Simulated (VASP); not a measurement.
A run of VASP 6.6.1 is set up as follows.

INCAR

```
ALGO = Normal ; EDIFF = 1E-8
ENCUT = 520 ; GGA = CA
ISIF = 2 ; ISMEAR = -1
LASPH = T ; LCHARG = F
LEFG = T ; LREAL = F
LWAVE = F ; NBANDS = 28
NELM = 60 ; PREC = Accurate
SIGMA = 0.03
```

KPOINTS

```
k-points
0
Gamma
  7 7 6
```

Contents of POSCAR:

```
PbO
1.0
    4.0267007345      0.0000000000      0.0000000000
    0.0000000000      4.0267007345      0.0000000000
    0.0000000000      0.0000000000      5.0880865260
Pb O
2 2
Direct
    0.0000000000      0.5000000000      0.2351000000
    0.5000000000      0.0000000000      0.7649000000
    0.0000000000      0.0000000000      0.0000000000
    0.5000000000      0.5000000000      0.0000000000
```

Potentials or basis: VASP PAW LDA potentials, release 64 (Pb_d, O).

Run with:

```console
$ cat potpaw_LDA.64/Pb_d/POTCAR potpaw_LDA.64/O/POTCAR > POTCAR
$ mpirun -np 1 vasp_std > vasp.out
```

Task: Estimate the band gap on the k mesh.

Result: 1.49 eV, indirect (least direct gap 2.17 eV).

Task: Predict the largest force.

Result: 0.602 eV/Å.

Task: Predict the pressure.

Result: -4.6 GPa.

Stress tensor (GPa, compression positive):
```
-4.93  0.00  0.00
 0.00 -4.93  0.00
 0.00  0.00 -3.93
```

Caveat: without QUAD_EFG the Cq values of the log hold for a quadrupole moment of 1 mb, not for the nuclei; spin-orbit coupling is left out, which moves the levels of the heavy elements. A k mesh can miss the band edges.
